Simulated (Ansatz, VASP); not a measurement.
## One calculation of TiC, two programs

The input INCAR:

```
SYSTEM = TiC
PREC = Accurate ; ENCUT = 520
EDIFF = 1E-6 ; ISMEAR = 0
SIGMA = 0.15 ; LREAL = .FALSE.
LASPH = .TRUE. ; NELM = 100
ALGO = Normal ; ISIF = 2
LWAVE = .FALSE. ; LCHARG = .FALSE.
GGA = PS ; NBANDS = 15
```

Contents of KPOINTS:

```
Automatic mesh
0
G
  26 26 26
  0 0 0
```

Contents of POSCAR:

```
TiC
1.0
    0.0000000000      2.1760957726      2.0890519417
    2.1760957726      0.0000000000      2.0890519417
    2.1760957726      2.1760957726      0.0000000000
Ti C
1 1
Direct
    0.0000000000      0.0000000000      0.0000000000
    0.5000000000      0.5000000000      0.5000000000
```

Input for Ansatz:

```yaml
crystal:
  lattice:
    - [0.0, 2.1760957726, 2.0890519417]
    - [2.1760957726, 0.0, 2.0890519417]
    - [2.1760957726, 2.1760957726, 0.0]
  atoms:
    - { symbol: Ti, position: [0.0, 0.0, 0.0] }
    - { symbol: C, position: [0.5, 0.5, 0.5] }
basis:
  ecutwfc: 420
kpoints:
  mp_grid: { grid: [26, 26, 26] }
hamiltonian:
  xc: pbesol
scf:
  occupations: { method: gaussian, width: 0.15 }
output:
  forces: true
  stress: true
  eigenvalues: true
  write_density: true
  write_potential: true
  elf: true
  volumetric_format: npy
```

Alike in both runs: task single point; functional PBEsol; k mesh 26 × 26 × 26; occupations gaussian, width 0.15 eV; no spin polarisation.

|  | VASP | Ansatz |
| --- | --- | --- |
| version | VASP 6.6.1 | Ansatz 0.2.0 |
| potentials or method | VASP PAW PBE potentials, release 64 (Ti_sv, C), cutoff 520 eV | scalar-relativistic, plane waves, PAW |
| valence electrons in the cell | 16 | 16 |

Ansatz gave:

* gap on the k mesh at the Fermi level (eV): none
* pressure (GPa): 0.8
* traceless stress, the component that is largest in VASP (GPa): 12.58

**Question.** What did VASP give for the same quantities?

**Answer.** gap on the k mesh at the Fermi level (eV): none; pressure (GPa): 1.0; traceless stress, the component that is largest in VASP (GPa): 12.60.

VASP's potentials were made for PBE, not for PBEsol. A gap of «none» marks a metal or a gap that the smearing closes.
